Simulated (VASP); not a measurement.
Sn: single point with LDA

Sn:

```
Sn
1.0
    -1.82265    1.87439    2.09823
     1.82265   -1.87439    2.09823
     1.82265    1.87439   -2.09823
Sn
1
Direct
  0.00000 0.00000 0.00000
```

This cell differs from its parent crystal: ratio of the length along z to the lengths across it x 0.85, volume and fractional coordinates fixed.

```yaml
Program: VASP 6.6.1
Task: single point
Functional: LDA
Potentials_or_basis: VASP PAW LDA potentials, release 64 (Sn_d)
Cutoff: 520 eV
k_mesh: 22 × 22 × 22
Occupations: gaussian, width 0.15 eV
Spin: no spin polarisation
```

```
Pressure               : -5.1 GPa
Band gap on the k mesh : zero (bands 7 and 8 overlap by 9.22 eV)
```

Stress tensor (GPa, compression positive):
```
-5.23  0.00  0.00
 0.00 -5.26  0.00
 0.00  0.00 -4.73
```

Levels at points of the mesh, in eV from the Fermi level:
```tsv
k point	band 3	band 4	band 5	band 6	band 7	band 8	band 9	band 10	band 11	band 12
(0.00, 0.00, 0.00)	-21.41	-21.35	-21.31	-10.75	7.05	7.20	7.54	11.26	11.50	12.09
(0.50, 0.00, 0.00)	-21.36	-21.32	-21.26	-6.74	-4.27	4.12	6.02	8.62	9.14	12.08
(0.00, 0.50, 0.00)	-21.35	-21.31	-21.26	-6.54	-4.20	3.76	5.55	8.19	8.66	12.27
(0.50, 0.50, 0.00)	-21.32	-21.30	-21.24	-5.93	-3.90	2.57	3.88	6.65	7.02	16.48
(0.50, 0.50, 0.50)	-21.28	-21.26	-21.26	-3.30	-1.77	0.08	0.63	3.84	4.62	18.17
```

Run time: 18 min on 1 thread of Intel Xeon 8259CL, on a shared host, peak memory 0.58 GiB.

Caveat: the cell stands under tension; spin-orbit coupling is left out, which moves the levels of the heavy elements.
